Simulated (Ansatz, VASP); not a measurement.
**PbI2 in VASP and in Ansatz**

INCAR

```
PREC     = Accurate       # precision mode
ENCUT    = 500            # plane-wave cutoff, eV
EDIFF    = 1E-6           # SCF threshold, eV
ISMEAR   = -1             # smearing method
SIGMA    = 0.03           # smearing width, eV
LREAL    = F              # projectors in reciprocal space
LASPH    = T              # aspherical terms in the spheres
NELM     = 120            # most SCF steps
ALGO     = Normal         # electronic algorithm
ISIF     = 2              # what is computed and relaxed
LWAVE    = F              # write WAVECAR
LCHARG   = F              # write CHGCAR
GGA      = PE             # functional
NBANDS   = 21             # bands
GGA_COMPAT= F
```

File KPOINTS:

```
regular mesh
0
Gamma
  7 7 4
```

The input POSCAR:

```
PbI2
1.0
    4.2953400936      0.0000000000      0.0000000000
   -2.1476700468      3.7198736390      0.0000000000
    0.0000000000      0.0000000000      6.6951808041
Pb I
1 2
Direct
    0.0000000000      0.0000000000      0.0000000000
    0.6666666667      0.3333333333      0.7081779036
    0.3333333333      0.6666666667      0.2918220964
```

Input for Ansatz:

```yaml
crystal:
  lattice:
    - [4.2953400936, 0.0, 0.0]
    - [-2.1476700468, 3.719873639, 0.0]
    - [0.0, 0.0, 6.6951808041]
  atoms:
    - { symbol: Pb, position: [0.0, 0.0, 0.0] }
    - { symbol: I, position: [0.6666666667, 0.3333333333, 0.7081779036] }
    - { symbol: I, position: [0.3333333333, 0.6666666667, 0.2918220964] }
kpoints:
  mp_grid: { grid: [7, 7, 4] }
  band_path:
    path:
      - [0.0, 0.0, 0.0]
      - [0.5, 0.0, 0.0]
      - [0.3333333333, 0.3333333333, 0.0]
      - [0.0, 0.0, 0.0]
      - [0.0, 0.0, 0.5]
      - [0.5, 0.0, 0.5]
      - [0.3333333333, 0.3333333333, 0.5]
      - [0.0, 0.0, 0.5]
      - [0.5, 0.0, 0.5]
    npoints: 6
scf:
  occupations: { method: fermi_dirac, width: 0.03 }
hamiltonian:
  xc: pbe
  pseudopotentials: { kind: all_electron, lapw: { basis_error: 0.001 } }
output:
  forces: true
  stress: true
  eigenvalues: true
  populations: true
```

Change from the starting cell: volume scaled by 0.8, LAPW.

Alike in both runs: task single point; functional PBE; k mesh 7 × 7 × 4; occupations fermi-dirac, width 0.03 eV; no spin polarisation.

|  | VASP | Ansatz |
| --- | --- | --- |
| version | VASP 6.6.1 | Ansatz 0.2.0 |
| potentials or method | VASP PAW PBE potentials, release 64 (Pb_d, I), cutoff 500 eV | all-electron LAPW, scalar-relativistic |

```csv
,VASP,Ansatz,Ansatz less VASP
gap on the k mesh at the Fermi level (eV),1.90,1.90,0.000
pressure (GPa),5.5,5.5,+0.03
```

Ansatz ran all-electron here, and VASP with PAW potentials.

Spin-orbit coupling is off throughout.
